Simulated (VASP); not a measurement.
Input of a VASP 6.6.1 run:

The input POSCAR:

```
Ge
1.0
    5.7002725889      0.0000000000      0.0000000000
    0.0000000000      5.7002725889      0.0000000000
    0.0000000000      0.0000000000      5.7002725889
Ge
8
Direct
    0.5000000000      0.5000000000      0.5000000000
    0.0000000000      0.0000000000      0.0000000000
    0.2500000000      0.0000000000      0.5000000000
    0.5000000000      0.2500000000      0.0000000000
    0.5000000000      0.7500000000      0.0000000000
    0.7500000000      0.0000000000      0.5000000000
    0.0000000000      0.5000000000      0.7500000000
    0.0000000000      0.5000000000      0.2500000000
```

Contents of INCAR.step1:

```
PREC     = Accurate       # precision mode
ENCUT    = 600            # plane-wave cutoff, eV
ISMEAR   = 0              # smearing method
SIGMA    = 0.1            # smearing width, eV
LREAL    = F              # projectors in reciprocal space
LASPH    = T              # aspherical terms in the spheres
NELM     = 100            # most SCF steps
GGA      = PE             # functional
ALGO     = Normal         # electronic algorithm
EDIFF    = 1E-4           # SCF threshold, eV
LWAVE    = T              # write WAVECAR
LCHARG   = F              # write CHGCAR
```

Contents of INCAR.step2:

```
PREC     = Accurate       # precision mode
ENCUT    = 600            # plane-wave cutoff, eV
EDIFF    = 1E-7           # SCF threshold, eV
ISMEAR   = 0              # smearing method
SIGMA    = 0.1            # smearing width, eV
LREAL    = F              # projectors in reciprocal space
LASPH    = T              # aspherical terms in the spheres
NELM     = 100            # most SCF steps
ALGO     = Normal         # electronic algorithm
ISIF     = 3              # what is computed and relaxed
LWAVE    = F              # write WAVECAR
LCHARG   = F              # write CHGCAR
METAGGA  = R2SCAN         # meta-GGA
LMIXTAU  = T            
IBRION   = 2              # ionic algorithm
NSW      = 90             # ionic steps
EDIFFG   = -0.04          # ionic threshold
ISTART   = 1
```

The input KPOINTS:

```
Automatic mesh
0
Gamma
  4 4 4
```

Potentials or basis: VASP PAW PBE potentials, release 64 (Ge_d).

Command:

```bash
$ cat potpaw_PBE.64/Ge_d/POTCAR > POTCAR
$ cp INCAR.step1 INCAR
$ mpirun -np 1 vasp_std > vasp.out
$ cp INCAR.step2 INCAR
$ mpirun -np 1 vasp_std > vasp.out
```

Task: Estimate the band gap on the k mesh.

Result: Zero (bands 56 and 57 overlap by 1.92 eV).

Task: Predict the relaxed cell.

Result: a = 5.371 Å, b = 5.371 Å, c = 5.371 Å, α = 90.00°, β = 90.00°, γ = 90.00°.

Task: Estimate the space group after relaxing (to 0.1 Å).

Result: Pm-3n (No. 223).

Task: Estimate the relaxed volume.

Result: 19.37 Å³/atom.

The path:
```
step  energy change (eV)  largest force (eV/Å)  pressure (GPa)  volume (Å³)
   1              0.0000                0.0000           -7.45       185.22
   2             -0.7970                0.0000           -1.07       157.84
   3             -0.8063                0.0000            0.08       154.98
```

Caveat: the volume moved by over 15 % at a fixed basis, so the end points are rough; the PAW data sets were made with another functional, which shifts forces and pressure a little.
